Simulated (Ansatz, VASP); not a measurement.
# K in VASP and in Ansatz

```
K
1.0
    -2.61800    2.64418    2.61800
     2.61800   -2.64418    2.61800
     2.61800    2.64418   -2.61800
K
1
Cartesian
  0.0000 0.0000 0.0000
```

Change from the starting cell: strain +0.0100 x Voigt [0, 1, 0, 0, 0, 0], atoms carried along.

Alike in both runs: task single point; functional LDA; k mesh 14 × 14 × 14; occupations gaussian, width 0.15 eV; no spin polarisation.

|  | VASP | Ansatz |
| --- | --- | --- |
| version | VASP 6.6.1 | Ansatz 0.2.0 |
| potentials or method | VASP PAW LDA potentials, release 64 (K_sv), cutoff 520 eV | scalar-relativistic, plane waves, PAW |
| valence electrons in the cell | 9 | 9 |

|  | VASP | Ansatz | Ansatz less VASP |
| --- | --- | --- | --- |
| gap on the k mesh at the Fermi level (eV) | none | none | - |
| pressure (GPa) | -0.4 | -0.4 | +0.01 |

LDA's correlation is that of Perdew and Zunger in VASP and of Perdew and Wang (1992) in Ansatz. A gap of «none» marks a metal or a gap that the smearing closes.
